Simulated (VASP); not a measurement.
# Zn (Fd-3m) in VASP: further runs

The runs below take Zn through single point, with LDA.

Program: VASP 6.6.1. These are calculated values, not measurements. Logs are shortened: lines on timing, memory, paths and dates and some standing lists are left out, and cuts for length are marked.

**1. The cell of the first run**

It takes space group Fd-3m (No. 227, cubic). Conventional cell: a = 5.549 Å, b = 5.549 Å, c = 5.549 Å, α = 90.00°, β = 90.00°, γ = 90.00°. Zn (site symmetry -43m) has 4 Zn at 2.40 Å within 3.2 Å.

**2. Single point, LDA**

Contents of INCAR:

```
SYSTEM = Zn
PREC     = Accurate       ! precision mode
ENCUT    = 520            ! plane-wave cutoff, eV
EDIFF    = 1E-6           ! SCF threshold, eV
ISMEAR   = -1             ! smearing method
SIGMA    = 0.1            ! smearing width, eV
LREAL    = .False.        ! projectors in reciprocal space
LASPH    = .True.         ! aspherical terms in the spheres
NELM     = 100            ! most SCF steps
ALGO     = Normal         ! electronic algorithm
ISIF     = 2              ! what is computed and relaxed
LWAVE    = .False.        ! write WAVECAR
LCHARG   = .True.         ! write CHGCAR
LELF     = .True.         ! ELF
LVHAR    = .True.       
NBANDS   = 19             ! bands
```

Contents of KPOINTS:

```
Automatic mesh
0
Gamma
  11 11 11
  0 0 0
```

Contents of POSCAR:

```
Zn
1.0
    0.0000000000      2.7746049637      2.7746049637
    2.7746049637      0.0000000000      2.7746049637
    2.7746049637      2.7746049637      0.0000000000
Zn
2
Direct
    0.1250000000      0.1250000000      0.1250000000
    0.8750000000      0.8750000000      0.8750000000
```

Potentials or basis: VASP PAW LDA potentials, release 64 (Zn).

Launch:

```bash
> cat potpaw_LDA.64/Zn/POTCAR > POTCAR
> mpirun -np 1 vasp_std > vasp.out
```

OUTCAR:

```text
SYSTEM = Zn
   PREC = Accurate
   ENCUT = 520
   EDIFF = 1E-6
   ISMEAR = -1
   LREAL = .False.
   LASPH = .True.
   NELM = 100
   ISIF = 2

 ion  position               nearest neighbor table
   1  0.125  0.125  0.125-   2 2.40   2 2.40   2 2.40   2 2.40
   2  0.875  0.875  0.875-   1 2.40   1 2.40   1 2.40   1 2.40

  LATTYP: Found a face centered cubic cell.
 ALAT       =     5.5492099274

  Lattice vectors:

 A1 = (   0.0000000000,   2.7746049637,   2.7746049637)
 A2 = (   2.7746049637,   0.0000000000,   2.7746049637)
 A3 = (   2.7746049637,   2.7746049637,   0.0000000000)

Analysis of symmetry for initial positions (statically):
=====================================================================
 Subroutine PRICEL returns:
 Original cell was already a primitive cell.

 Routine SETGRP: Setting up the symmetry group for a
 face centered cubic supercell.

 Subroutine GETGRP returns: Found 48 space group operations
 (whereof 12 operations were pure point group operations)
 out of a pool of 48 trial point group operations.

The static configuration has the point symmetry D_3d.
 The point group associated with its full space group is O_h .

Analysis of symmetry for dynamics (positions and initial velocities):
=====================================================================
 Subroutine PRICEL returns:
 Original cell was already a primitive cell.

 Routine SETGRP: Setting up the symmetry group for a
 face centered cubic supercell.

 Subroutine GETGRP returns: Found 48 space group operations
 (whereof 12 operations were pure point group operations)
 out of a pool of 48 trial point group operations.

The dynamic configuration has the point symmetry D_3d.
 The point group associated with its full space group is O_h .

 Subroutine INISYM returns: Found 48 space group operations
 (whereof 12 operations are pure point group operations),
 and found     1 'primitive' translations

----------------------------------------------------------------------------------------

                                     Primitive cell

  volume of cell :      42.7202

  direct lattice vectors                    reciprocal lattice vectors
     0.000000000  2.774604964  2.774604964    -0.180205833  0.180205833  0.180205833
     2.774604964  0.000000000  2.774604964     0.180205833 -0.180205833  0.180205833
     2.774604964  2.774604964  0.000000000     0.180205833  0.180205833 -0.180205833

  length of vectors
     3.923883970  3.923883970  3.923883970     0.312125659  0.312125659  0.312125659

  position of ions in fractional coordinates (direct lattice)
     0.125000000  0.125000000  0.125000000
     0.875000000  0.875000000  0.875000000

  ion indices of the primitive-cell ions
   primitive index   ion index
                 1           1
                 2           2

----------------------------------------------------------------------------------------

 KPOINTS: Automatic mesh

Automatic generation of k-mesh.
 Grid dimensions read from file:
 generate k-points for:   11   11   11

 Generating k-lattice:

  Cartesian coordinates                     Fractional coordinates (reciprocal lattice)
    -0.016382348  0.016382348  0.016382348     0.090909091  0.000000000  0.000000000
     0.016382348 -0.016382348  0.016382348     0.000000000  0.090909091  0.000000000
     0.016382348  0.016382348 -0.016382348     0.000000000  0.000000000  0.090909091

  Length of vectors
     0.028375060  0.028375060  0.028375060

  Shift w.r.t. Gamma in fractional coordinates (k-lattice)
     0.000000000  0.000000000  0.000000000

 Subroutine IBZKPT returns following result:
 ===========================================

 Found     56 irreducible k-points:

 Following reciprocal coordinates:
            Coordinates               Weight
  0.000000  0.000000  0.000000      1.000000
  0.090909  0.000000  0.000000      8.000000
  0.181818  0.000000  0.000000      8.000000
  0.272727  0.000000  0.000000      8.000000
  0.363636  0.000000  0.000000      8.000000
  0.454545  0.000000  0.000000      8.000000
[... 16 lines left out ...]
 -0.272727  0.181818  0.000000     24.000000
 -0.181818  0.181818  0.000000     12.000000
 [... further k-points ...]
   k-points           NKPTS =     56   k-points in BZ     NKDIM =     56   number of bands    NBANDS=     19
   number of dos      NEDOS =    301   number of ions     NIONS =      2
   total plane-waves  NPLWV =  27000
   dimension x,y,z NGX =    30 NGY =   30 NGZ =   30
   dimension x,y,z NGXF=    60 NGYF=   60 NGZF=   60
   ions per type =               2
   NGX,Y,Z   is equivalent  to a cutoff of  12.71, 12.71, 12.71 a.u.
   NGXF,Y,Z  is equivalent  to a cutoff of  25.42, 25.42, 25.42 a.u.
 SYSTEM =  Zn
   PREC   = accura    normal or accurate (medium, high low for compatibility)
   ISTART =      0    job   : 0-new  1-cont  2-samecut
   ICHARG =      2    charge: 1-file 2-atom 10-const
   ISPIN  =      1    spin polarized calculation?
   LNONCOLLINEAR =      F non collinear calculations
   LSORBIT =      F    spin-orbit coupling
   LASPH  =      T    aspherical Exc in radial PAW
   ENCUT  =  520.0 eV  38.22 Ry    6.18 a.u.   7.30  7.30  7.30*2*pi/ulx,y,z
   NELM   =    100;   NELMIN=  2; NELMDL= -5     # of ELM steps
   EDIFF  = 0.1E-05   stopping-criterion for ELM
   LREAL  =      F    real-space projection
   EDIFFG = 0.1E-04   stopping-criterion for IOM
   NSW    =      0    number of steps for IOM
   IBRION =     -1    ionic relax: 0-MD 1-quasi-New 2-CG
   NFREE  =      0    steps in history (QN), initial steepest desc. (CG)
   ISIF   =      2    stress and relaxation
   ISYM   =      2    0-nonsym 1-usesym 2-fastsym
   POTIM  = 0.5000    time-step for ionic-motion
   TEBEG  =    0.0;   TEEND  =   0.0 temperature during run
   PSTRESS=    0.0 pullay stress
   NELECT =      24.0000    total number of electrons
   NUPDOWN=      -1.0000    fix difference up-down
   EMIN   =  10.00;   EMAX   =-10.00  energy-range for DOS
   EFERMI =   0.00;   METHOD = LEGACY
   ISMEAR =    -1;   SIGMA  =   0.10  broadening in eV -4-tet -1-fermi 0-gaus
   EFERMI_NEDOS =   21; number of points for ismear=-14 and -15
   IALGO  =     38    algorithm
   IMIX   =      4    mixing-type and parameters
     AMIX     =   0.40;   BMIX     =  1.00
     AMIX_MAG =   1.60;   BMIX_MAG =  1.00
  volume/ion in A,a.u.               =      21.36       144.15
  Fermi-wavevector in a.u.,A,eV,Ry     =   1.350830  2.552699 24.827124  1.824742
  Thomas-Fermi vector in A             =   2.478302
   LORBIT       =      0    0 simple, 1 ext, 2 COOP (PROOUT), +10 PAW based schemes
   GGA     = CA    functional components
   LHFCALC =     F    Hartree Fock is set to
   AEXX    =    0.0000 exact exchange contribution
   IVDW    =     0    specifies the selected vdW correction
   LEPSILON=     F    determine dielectric tensor
   LRPA    =     F    only Hartree local field effects (RPA)
 non-spin polarized calculation
  energy-cutoff  :      520.00
  volume of cell :       42.72
 maximum number of plane-waves:      1167
 NGX is ok and might be reduce to    30
   NGX = 15   NGY = 15   NGZ = 15

 number of electron      24.0000021 magnetization

 Free energy of the ion-electron system (eV)
  ---------------------------------------------------
  ext. energy  EPLUGINS =         0.00000000
  ---------------------------------------------------
  free energy    TOTEN  =        -2.52703634 eV

  energy without entropy =       -2.50271580  energy(sigma->0) =       -2.51487607

 E-fermi :   0.5877     XC(G=0):  -9.9385

 val. band max:        0.4679840384   @ k =  -0.3636   0.4545   0.1818
 cond. band min:       0.6196198100   @ k =  -0.4545   0.3636   0.1818
 fundamental gap:      0.1516357716
 Fermi energy:         0.5877152395

 k-point     1 :       0.0000    0.0000    0.0000
  band No.  band energies     occupation
      1      -7.6472      2.00000
      2      -7.2715      2.00000
      3      -7.2715      2.00000
      4      -7.2715      2.00000
      5      -7.2204      2.00000
      6      -7.2204      2.00000
[... 11 lines left out ...]
     18       9.1227      0.00000
     19      10.4721      0.00000

 k-point     2 :       0.0909    0.0000    0.0000
  band No.  band energies     occupation
      1      -7.5447      2.00000
      2      -7.3007      2.00000
      3      -7.3007      2.00000
      4      -7.2683      2.00000
      5      -7.1799      2.00000
      6      -7.1799      2.00000
[... 11 lines left out ...]
     18       9.9329      0.00000
     19      11.2682      0.00000

 k-point     3 :       0.1818    0.0000    0.0000
  band No.  band energies     occupation
      1      -7.3272      2.00000
      2      -7.3272      2.00000
      3      -7.3163      2.00000
      4      -7.2222      2.00000
      5      -7.1269      2.00000
      6      -7.1269      2.00000
[... 11 lines left out ...]
     18      11.0573      0.00000
     19      11.9136      0.00000

 k-point     4 :       0.2727    0.0000    0.0000
  band No.  band energies     occupation
      1      -7.3331      2.00000
      2      -7.3331      2.00000
      3      -7.2716      2.00000
      4      -7.0959      2.00000
      5      -7.0959      2.00000
      6      -7.0237      2.00000
[... 11 lines left out ...]
     18      10.8708      0.00000
     19      12.8323      0.00000

 k-point     5 :       0.3636    0.0000    0.0000
  band No.  band energies     occupation
      1      -7.3218      2.00000
      2      -7.3218      2.00000
      3      -7.2547      2.00000
      4      -7.0950      2.00000
      5      -7.0950      2.00000
      6      -6.9727      2.00000
[... 11 lines left out ...]
     18      10.3105      0.00000
     19      14.1314      0.00000

 k-point     6 :       0.4545    0.0000    0.0000
  band No.  band energies     occupation
      1      -7.3069      2.00000
      2      -7.3069      2.00000
      3      -7.2413      2.00000
      4      -7.1076      2.00000
      5      -7.1076      2.00000
      6      -6.9808      2.00000
[... 11 lines left out ...]
     18       9.9931      0.00000
     19      15.7630      0.00000

 k-point     7 :       0.0909    0.0909    0.0000
  band No.  band energies     occupation
      1      -7.5094      2.00000
      2      -7.3296      2.00000
      3      -7.2730      2.00000
      4      -7.2730      2.00000
      5      -7.1986      2.00000
      6      -7.1463      2.00000
[... 11 lines left out ...]
     18       9.7785      0.00000
     19      11.4183      0.00000

 k-point     8 :       0.1818    0.0909    0.0000
  band No.  band energies     occupation
      1      -7.3589      2.00000
      2      -7.3155      2.00000
      3      -7.2883      2.00000
      4      -7.2501      2.00000
      5      -7.1567      2.00000
      6      -7.0929      2.00000
[... 256 lines left out ...]
 k-point    20 :       0.4545    0.1818    0.0000
  band No.  band energies     occupation
      1      -7.4003      2.00000
      2      -7.3033      2.00000
      3      -7.2524      2.00000
      4      -7.0261      2.00000
      5      -6.9880      2.00000
      6      -6.9544      2.00000
[... 11 lines left out ...]
     18      10.7705      0.00000
     19      13.4834      0.00000

 k-point    21 :      -0.4545    0.1818    0.0000
  band No.  band energies     occupation
      1      -7.3947      2.00000
      2      -7.3256      2.00000
      3      -7.2164      2.00000
      4      -7.0210      2.00000
      5      -6.9952      2.00000
      6      -6.9689      2.00000
[... 11 lines left out ...]
     18      12.2042      0.00000
     19      13.5458      0.00000

 k-point    22 :      -0.3636    0.1818    0.0000
  band No.  band energies     occupation
      1      -7.3811      2.00000
      2      -7.3537      2.00000
      3      -7.1863      2.00000
      4      -7.0802      2.00000
      5      -6.9662      2.00000
      6      -6.9547      2.00000
[... 11 lines left out ...]
     18      12.8775      0.00000
     19      13.5348      0.00000

 k-point    23 :      -0.2727    0.1818    0.0000
  band No.  band energies     occupation
      1      -7.3759      2.00000
      2      -7.3571      2.00000
      3      -7.1951      2.00000
      4      -7.1134      2.00000
      5      -6.9634      2.00000
      6      -6.9425      2.00000
[... 11 lines left out ...]
     18      11.4800      0.00000
     19      12.0358      0.00000

 k-point    24 :      -0.1818    0.1818    0.0000
  band No.  band energies     occupation
      1      -7.3812      2.00000
      2      -7.3272      2.00000
      3      -7.2383      2.00000
      4      -7.1193      2.00000
      5      -7.0043      2.00000
      6      -6.9762      2.00000
[... 11 lines left out ...]
     18      10.1762      0.00000
     19      11.3711      0.00000

 [... further k-points ...]
[... 5 lines left out ...]
  --------------------------------------------------------------------------------------
  -------------------------------------------------------------------------------------
  Total        0.1032466      0.1032466      0.1032466      0.0000000      0.0000000     -0.0000000
  in kB        3.8721554      3.8721554      3.8721554      0.0000000      0.0000000     -0.0000000
  external PRESSURE =       3.8721554 kB  Pullay stress =       0.0000000 kB

 VOLUME and BASIS-vectors are now :
 -----------------------------------------------------------------------------
  energy-cutoff  :      520.00
  volume of cell :       42.72
      direct lattice vectors                 reciprocal lattice vectors
     0.000000000  2.774604964  2.774604964    -0.180205833  0.180205833  0.180205833
     2.774604964  0.000000000  2.774604964     0.180205833 -0.180205833  0.180205833
     2.774604964  2.774604964  0.000000000     0.180205833  0.180205833 -0.180205833

 POSITION                                       TOTAL-FORCE (eV/Angst)
 -----------------------------------------------------------------------------------
      0.69365      0.69365      0.69365         0.000000      0.000000      0.000000
      4.85556      4.85556      4.85556        -0.000000     -0.000000     -0.000000
 -----------------------------------------------------------------------------------
    total drift:                               -0.000000      0.000000      0.000000

  FREE ENERGIE OF THE ION-ELECTRON SYSTEM (eV)
  ---------------------------------------------------
  free  energy   TOTEN  =        -2.5270363352 eV

  energy  without entropy=       -2.5027157964  energy(sigma->0) =       -2.51487607
```

Wall time 36 s (1 thread of Intel Xeon Platinum 8259CL at 2.50GHz (Skylake/Cascade Lake), shared host); peak memory 0.16 GiB.

Results:

```yaml
Free_energy: -2.5270 eV
Pressure: 0.4 GPa
Band_gap_on_the_k_mesh: zero (band 12 reaches 6.45 eV, above the bottom of band 13 at -0.28 eV)
```

**3. Single point, LDA (volume scaled by 1.04)**

Contents of INCAR:

```
ALGO = Normal ; EDIFF = 1E-7
ENCUT = 520 ; GGA = CA
ISIF = 2 ; ISMEAR = -1
LASPH = T ; LCHARG = F
LREAL = F ; LWAVE = F
NBANDS = 19 ; NELM = 80
PREC = Accurate ; SIGMA = 0.1
```

Contents of KPOINTS:

```
k-points
0
Gamma
  11 11 11
```

Contents of POSCAR:

```
Zn
1.0
    0.0000000000      2.8111171108      2.8111171108
    2.8111171108      0.0000000000      2.8111171108
    2.8111171108      2.8111171108      0.0000000000
Zn
2
Direct
    0.1250000000      0.1250000000      0.1250000000
    0.8750000000      0.8750000000      0.8750000000
```

Potentials or basis: VASP PAW LDA potentials, release 64 (Zn).

Launch:

```bash
> cat potpaw_LDA.64/Zn/POTCAR > POTCAR
> mpirun -np 1 vasp_std > vasp.out
```

It took 36 s on 1 thread of Intel Xeon Platinum 8259CL at 2.50GHz (Skylake/Cascade Lake), shared host; peak memory 0.17 GiB.

It converged, with:

```
Free energy            : -2.5223 eV
Pressure               : -1.2 GPa
Band gap on the k mesh : zero (band 12 reaches 6.07 eV, above the bottom of band 13 at -0.38 eV)
```

Levels at points of the mesh, in eV from the Fermi level:
```
           k point  band 8  band 9  band 10  band 11  band 12  band 13  band 14  band 15  band 16  band 17
(0.00, 0.00, 0.00)   -7.07   -7.07    -6.82    -6.82     5.66     5.66     5.66     7.12     7.12     7.12
```
